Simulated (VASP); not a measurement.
# Pt in VASP: further runs

Pt is run at these levels: PBE; tasks: single point.

All numbers are computed with VASP 6.6.1; they aren't measurements. Logs are shortened: lines on timing, memory, paths and dates and some standing lists are left out, and cuts for length are marked.

## (1) The cell of the first run

The typed cell holds 1 atom: a = 2.473 Å, b = 2.473 Å, c = 2.475 Å, α = 90.00°, β = 90.00°, γ = 90.00°.

The cell was built from a structure type or drawn by symmetry, and may not be a known phase.

## (2) Single point, PBE

INCAR reads:

```
SYSTEM = Pt
PREC = Accurate ; ENCUT = 520
EDIFF = 1E-6 ; ISMEAR = 0
SIGMA = 0.1 ; LREAL = .FALSE.
LASPH = .TRUE. ; NELM = 60
ALGO = Normal ; ISIF = 2
LWAVE = .FALSE. ; LCHARG = .TRUE.
GGA = PE ; LELF = .TRUE.
LVHAR = .TRUE. ; NBANDS = 11
```

KPOINTS reads:

```
Automatic mesh
0
G
  8 8 8
  0 0 0
```

POSCAR reads:

```
Pt
1.0
    2.4732983300      0.0000000000      0.0000000000
    0.0000000000      2.4732983300      0.0000000000
    0.0000000000      0.0000000000      2.4749014100
Pt
1
Direct
    0.5000000000      0.5000000000      0.5000000000
```

Potentials or basis: VASP PAW PBE potentials, release 64 (Pt).

Run with:

```bash
cat potpaw_PBE.64/Pt/POTCAR > POTCAR
mpirun -np 1 vasp_std > vasp.out
```

OUTCAR:

```text
SYSTEM = Pt
   PREC = Accurate
   ENCUT = 520
   EDIFF = 1E-6
   ISMEAR = 0
   LREAL = .FALSE.
   LASPH = .TRUE.
   NELM = 60
   ISIF = 2
   GGA = PE

 ion  position               nearest neighbor table
   1  0.500  0.500  0.500-

  LATTYP: Found a simple tetragonal cell.
 ALAT       =     2.4732983300
 C/A-ratio  =     1.0006481547

  Lattice vectors:

 A1 = (   2.4732983300,   0.0000000000,   0.0000000000)
 A2 = (   0.0000000000,   2.4732983300,   0.0000000000)
 A3 = (   0.0000000000,   0.0000000000,   2.4749014100)

Analysis of symmetry for initial positions (statically):
=====================================================================
 Subroutine PRICEL returns:
 Original cell was already a primitive cell.

 Routine SETGRP: Setting up the symmetry group for a
 simple tetragonal supercell.

 Subroutine GETGRP returns: Found 16 space group operations
 (whereof 16 operations were pure point group operations)
 out of a pool of 16 trial point group operations.

The static configuration has the point symmetry D_4h.

Analysis of symmetry for dynamics (positions and initial velocities):
=====================================================================
 Subroutine PRICEL returns:
 Original cell was already a primitive cell.

 Routine SETGRP: Setting up the symmetry group for a
 simple tetragonal supercell.

 Subroutine GETGRP returns: Found 16 space group operations
 (whereof 16 operations were pure point group operations)
 out of a pool of 16 trial point group operations.

The dynamic configuration has the point symmetry D_4h.

 Subroutine INISYM returns: Found 16 space group operations
 (whereof 16 operations are pure point group operations),
 and found     1 'primitive' translations

----------------------------------------------------------------------------------------

                                     Primitive cell

  volume of cell :      15.1395

  direct lattice vectors                    reciprocal lattice vectors
     2.473298330  0.000000000  0.000000000     0.404318390  0.000000000  0.000000000
     0.000000000  2.473298330  0.000000000     0.000000000  0.404318390  0.000000000
     0.000000000  0.000000000  2.474901410     0.000000000  0.000000000  0.404056499

  length of vectors
     2.473298330  2.473298330  2.474901410     0.404318390  0.404318390  0.404056499

  position of ions in fractional coordinates (direct lattice)
     0.500000000  0.500000000  0.500000000

  ion indices of the primitive-cell ions
   primitive index   ion index
                 1           1

----------------------------------------------------------------------------------------

 KPOINTS: Automatic mesh

Automatic generation of k-mesh.
 Grid dimensions read from file:
 generate k-points for:    8    8    8

 Generating k-lattice:

  Cartesian coordinates                     Fractional coordinates (reciprocal lattice)
     0.050539799  0.000000000  0.000000000     0.125000000  0.000000000  0.000000000
     0.000000000  0.050539799  0.000000000     0.000000000  0.125000000  0.000000000
     0.000000000  0.000000000  0.050507062     0.000000000  0.000000000  0.125000000

  Length of vectors
     0.050539799  0.050539799  0.050507062

  Shift w.r.t. Gamma in fractional coordinates (k-lattice)
     0.000000000  0.000000000  0.000000000

 Subroutine IBZKPT returns following result:
 ===========================================

 Found     75 irreducible k-points:

 Following reciprocal coordinates:
            Coordinates               Weight
  0.000000  0.000000  0.000000      1.000000
  0.125000  0.000000  0.000000      4.000000
  0.250000  0.000000  0.000000      4.000000
  0.375000  0.000000  0.000000      4.000000
  0.500000  0.000000  0.000000      2.000000
  0.125000  0.125000  0.000000      4.000000
[... 16 lines left out ...]
  0.375000  0.125000  0.125000     16.000000
  0.500000  0.125000  0.125000      8.000000
 [... further k-points ...]
   k-points           NKPTS =     75   k-points in BZ     NKDIM =     75   number of bands    NBANDS=     11
   number of dos      NEDOS =    301   number of ions     NIONS =      1
   total plane-waves  NPLWV =   5832
   dimension x,y,z NGX =    18 NGY =   18 NGZ =   18
   dimension x,y,z NGXF=    36 NGYF=   36 NGZF=   36
   ions per type =               1
   NGX,Y,Z   is equivalent  to a cutoff of  12.10, 12.10, 12.09 a.u.
   NGXF,Y,Z  is equivalent  to a cutoff of  24.20, 24.20, 24.18 a.u.
 SYSTEM =  Pt
   PREC   = accura    normal or accurate (medium, high low for compatibility)
   ISTART =      0    job   : 0-new  1-cont  2-samecut
   ICHARG =      2    charge: 1-file 2-atom 10-const
   ISPIN  =      1    spin polarized calculation?
   LNONCOLLINEAR =      F non collinear calculations
   LSORBIT =      F    spin-orbit coupling
   LASPH  =      T    aspherical Exc in radial PAW
   ENCUT  =  520.0 eV  38.22 Ry    6.18 a.u.   4.60  4.60  4.60*2*pi/ulx,y,z
   NELM   =     60;   NELMIN=  2; NELMDL= -5     # of ELM steps
   EDIFF  = 0.1E-05   stopping-criterion for ELM
   LREAL  =      F    real-space projection
   EDIFFG = 0.1E-04   stopping-criterion for IOM
   NSW    =      0    number of steps for IOM
   IBRION =     -1    ionic relax: 0-MD 1-quasi-New 2-CG
   NFREE  =      0    steps in history (QN), initial steepest desc. (CG)
   ISIF   =      2    stress and relaxation
   ISYM   =      2    0-nonsym 1-usesym 2-fastsym
   POTIM  = 0.5000    time-step for ionic-motion
   TEBEG  =    0.0;   TEEND  =   0.0 temperature during run
   PSTRESS=    0.0 pullay stress
   NELECT =      10.0000    total number of electrons
   NUPDOWN=      -1.0000    fix difference up-down
   EMIN   =  10.00;   EMAX   =-10.00  energy-range for DOS
   EFERMI =   0.00;   METHOD = LEGACY
   ISMEAR =     0;   SIGMA  =   0.10  broadening in eV -4-tet -1-fermi 0-gaus
   EFERMI_NEDOS =   21; number of points for ismear=-14 and -15
   IALGO  =     38    algorithm
   IMIX   =      4    mixing-type and parameters
     AMIX     =   0.40;   BMIX     =  1.00
     AMIX_MAG =   1.60;   BMIX_MAG =  1.00
  volume/ion in A,a.u.               =      15.14       102.17
  Fermi-wavevector in a.u.,A,eV,Ry     =   1.425732  2.694243 27.656717  2.032711
  Thomas-Fermi vector in A             =   2.546085
   LORBIT       =      0    0 simple, 1 ext, 2 COOP (PROOUT), +10 PAW based schemes
   GGA     = PE    functional components
   LHFCALC =     F    Hartree Fock is set to
   AEXX    =    0.0000 exact exchange contribution
   IVDW    =     0    specifies the selected vdW correction
   LEPSILON=     F    determine dielectric tensor
   LRPA    =     F    only Hartree local field effects (RPA)
 non-spin polarized calculation
 Gauss-broadening in eV      SIGMA  =   0.10
  energy-cutoff  :      520.00
  volume of cell :       15.14
 maximum number of plane-waves:       437
   NGX =  9   NGY =  9   NGZ =  9

 number of electron      10.0000000 magnetization

 number of electron       9.9999998 magnetization

 Free energy of the ion-electron system (eV)
  ---------------------------------------------------
  ext. energy  EPLUGINS =         0.00000000
  ---------------------------------------------------
  free energy    TOTEN  =        -5.17351632 eV

  energy without entropy =       -5.16673119  energy(sigma->0) =       -5.17012375

 E-fermi :  11.3539     XC(G=0): -13.3113

 val. band max:       11.3472270605   @ k =   0.1250   0.0000   0.1250
 cond. band min:      11.3959045742   @ k =   0.2500   0.1250   0.0000
 fundamental gap:      0.0486775138
 Fermi energy:        11.3538681606

 k-point     1 :       0.0000    0.0000    0.0000
  band No.  band energies     occupation
      1       1.1412      2.00000
      2       3.9879      2.00000
      3       3.9941      2.00000
      4      11.7383      0.00000
      5      11.7383      0.00000
      6      11.7432      0.00000
      7      27.3714      0.00000
      8      27.4008      0.00000
      9      27.4008      0.00000
     10      34.1194      0.00000
     11      36.9477      0.00000

 k-point     2 :       0.1250    0.0000    0.0000
  band No.  band energies     occupation
      1       1.6354      2.00000
      2       4.0959      2.00000
      3       4.5174      2.00000
      4      11.2116      1.95578
      5      11.2172      1.94673
      6      11.7801      0.00000
      7      24.7991      0.00000
      8      28.3034      0.00000
      9      28.3323      0.00000
     10      33.8961      0.00000
     11      35.3257      0.00000

 k-point     3 :       0.2500    0.0000    0.0000
  band No.  band energies     occupation
      1       2.7086      2.00000
      2       4.3550      2.00000
      3       6.2010      2.00000
      4      10.1110      2.00000
      5      10.1179      2.00000
      6      11.8820      0.00000
      7      21.0313      0.00000
      8      30.4817      0.00000
      9      30.5100      0.00000
     10      30.5874      0.00000
     11      35.2063      0.00000

 k-point     4 :       0.3750    0.0000    0.0000
  band No.  band energies     occupation
      1       3.6918      2.00000
      2       4.6296      2.00000
      3       8.6213      2.00000
      4       9.1772      2.00000
      5       9.1849      2.00000
      6      11.9858      0.00000
      7      18.1335      0.00000
      8      28.4007      0.00000
      9      32.7972      0.00000
     10      32.8257      0.00000
     11      33.2183      0.00000
[... 239 lines left out ...]
 k-point    22 :       0.2500    0.1250    0.1250
  band No.  band energies     occupation
      1       3.7518      2.00000
      2       5.1625      2.00000
      3       6.3948      2.00000
      4       9.5485      2.00000
      5       9.7931      2.00000
      6      10.8642      2.00000
      7      22.5375      0.00000
      8      27.5811      0.00000
      9      28.6401      0.00000
     10      33.2740      0.00000
     11      38.1986      0.00000

 k-point    23 :       0.3750    0.1250    0.1250
  band No.  band energies     occupation
      1       4.7455      2.00000
      2       5.4573      2.00000
      3       7.1278      2.00000
      4       8.5061      2.00000
      5      10.8616      2.00000
      6      11.0817      1.99988
      7      19.1314      0.00000
      8      29.0183      0.00000
      9      29.1589      0.00000
     10      33.2903      0.00000
     11      34.5925      0.00000

 k-point    24 :       0.5000    0.1250    0.1250
  band No.  band energies     occupation
      1       5.2820      2.00000
      2       5.5971      2.00000
      3       6.7815      2.00000
      4       8.1003      2.00000
      5      11.0587      1.99997
      6      12.9489      0.00000
      7      17.0419      0.00000
      8      28.6904      0.00000
      9      30.5240      0.00000
     10      31.8106      0.00000
     11      34.0078      0.00000

 [... further k-points ...]

------------------------ aborting loop because EDIFF is reached ----------------------------------------

  FORCE on cell =-STRESS in cart. coord.  units (eV):
  Direction    XX          YY          ZZ          XY          YZ          ZX
  --------------------------------------------------------------------------------------
  -------------------------------------------------------------------------------------
  Total        5.0202874      5.0202874      4.9741605      0.0000000     -0.0000000      0.0000000
  in kB      531.2858574    531.2858574    526.4043455      0.0000000     -0.0000000      0.0000000
  external PRESSURE =     529.6586868 kB  Pullay stress =       0.0000000 kB

 VOLUME and BASIS-vectors are now :
 -----------------------------------------------------------------------------
  energy-cutoff  :      520.00
  volume of cell :       15.14
      direct lattice vectors                 reciprocal lattice vectors
     2.473298330  0.000000000  0.000000000     0.404318390  0.000000000  0.000000000
     0.000000000  2.473298330  0.000000000     0.000000000  0.404318390  0.000000000
     0.000000000  0.000000000  2.474901410     0.000000000  0.000000000  0.404056499

 POSITION                                       TOTAL-FORCE (eV/Angst)
 -----------------------------------------------------------------------------------
      1.23665      1.23665      1.23745         0.000000      0.000000      0.000000
 -----------------------------------------------------------------------------------
    total drift:                                0.000000     -0.000000      0.000000

  FREE ENERGIE OF THE ION-ELECTRON SYSTEM (eV)
  ---------------------------------------------------
  free  energy   TOTEN  =        -5.1735163171 eV

  energy  without entropy=       -5.1667311886  energy(sigma->0) =       -5.17012375
```

It took 12 s on 1 thread of Intel Xeon 8259CL, shared host; peak memory 0.13 GiB.

What came out:

```
Free energy            : -5.1735 eV
Pressure               : 53.0 GPa
Band gap on the k mesh : zero (bands 5 and 6 overlap by 4.05 eV)
```

Stress tensor (GPa, compression positive):
```
53.13  0.00  0.00
 0.00 53.13  0.00
 0.00  0.00 52.64
```

Levels at points of the mesh, in eV from the Fermi level:
| k point | band 3 | band 4 | band 5 | band 6 | band 7 | band 8 |
| --- | --- | --- | --- | --- | --- | --- |
| (0.00, 0.00, 0.00) | -7.36 | 0.38 | 0.38 | 0.39 | 16.02 | 16.05 |
| (0.50, 0.00, 0.00) | -2.53 | -2.52 | -1.39 | 0.68 | 5.59 | 16.28 |
| (0.50, 0.50, 0.00) | -1.98 | -1.98 | 2.54 | 4.46 | 4.46 | 11.83 |
| (0.00, 0.00, 0.50) | -2.51 | -2.51 | -1.39 | 0.68 | 5.57 | 16.29 |
| (0.50, 0.00, 0.50) | -1.98 | -1.97 | 2.53 | 4.45 | 4.45 | 11.81 |
| (0.50, 0.50, 0.50) | -6.42 | 2.73 | 2.74 | 9.14 | 11.18 | 11.18 |

Caveat: the cell stands under pressure; spin-orbit coupling is left out, which moves the levels of the heavy elements.

(Continued in part 2 of 2.)
